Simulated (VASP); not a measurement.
## In3SbAs2: single point with PBEsol

The system is In3SbAs2.

```
CELL_PARAMETERS angstrom
-2.21374 6.64060 3.12598
2.21374 -6.64060 3.12598
2.21374 6.64060 -3.12598
ATOMIC_POSITIONS crystal
As 0.33245 0.00072 0.33173
As 0.66899 0.00072 0.66827
In 0.56452 0.73927 0.82525
In 0.91402 0.73927 0.17475
In 0.27207 0.77207 0.50000
Sb 0.99795 0.99795 0.00000
```

- Program: VASP 6.6.1
- Task: single point
- Functional: PBEsol
- Potentials or basis: VASP PAW PBE potentials, release 64 (As, In_d, Sb)
- Cutoff: 520 eV
- k mesh: 6 × 6 × 6
- Occupations: fermi-dirac, width 0.02 eV
- Spin: no spin polarisation

```
Pressure               : -0.6 GPa
Largest force          : 0.017 eV/Å
Band gap on the k mesh : 0.03 eV, indirect (least direct gap 0.12 eV)
```

Forces in eV/Å, atoms in the order of the input:
```
As   0.000  0.007  0.004
As   0.000 -0.007  0.004
In   0.000  0.010  0.003
In   0.000 -0.010  0.003
In   0.000  0.000 -0.017
Sb   0.000  0.000  0.004
```

Levels at points of the mesh, in eV from the valence-band top:
| k point | band 23 | band 24 | band 25 | band 26 | band 27 | band 28 | band 29 | band 30 | band 31 | band 32 |
| --- | --- | --- | --- | --- | --- | --- | --- | --- | --- | --- |
| (0.00, 0.00, 0.00) | -1.95 | -1.51 | -0.57 | -0.09 | -0.09 | 0.03 | 1.69 | 2.29 | 3.44 | 3.45 |
| (0.50, 0.00, 0.00) | -1.60 | -1.49 | -1.44 | -1.00 | -0.67 | 0.54 | 1.86 | 2.22 | 2.93 | 3.24 |
| (0.00, 0.50, 0.00) | -3.02 | -2.15 | -1.98 | -1.02 | -1.01 | 0.57 | 2.93 | 2.94 | 3.60 | 3.95 |
| (0.50, 0.50, 0.00) | -2.69 | -2.28 | -2.26 | -1.84 | -1.57 | 1.34 | 1.63 | 2.80 | 2.94 | 3.03 |
| (0.50, 0.50, 0.50) | -2.28 | -1.76 | -1.70 | -0.78 | -0.16 | 1.19 | 1.59 | 1.60 | 2.24 | 3.59 |

Wall time 8.1 min on 1 thread of Intel(R) Xeon(R) Platinum 8375C CPU @ 2.90GHz (Ice Lake), with other jobs on the host, peak memory 0.66 GiB.

Caveat: the PAW data sets were made with another functional, which shifts forces and pressure a little; spin-orbit coupling is left out, which moves the levels of the heavy elements. A k mesh can miss the band edges.
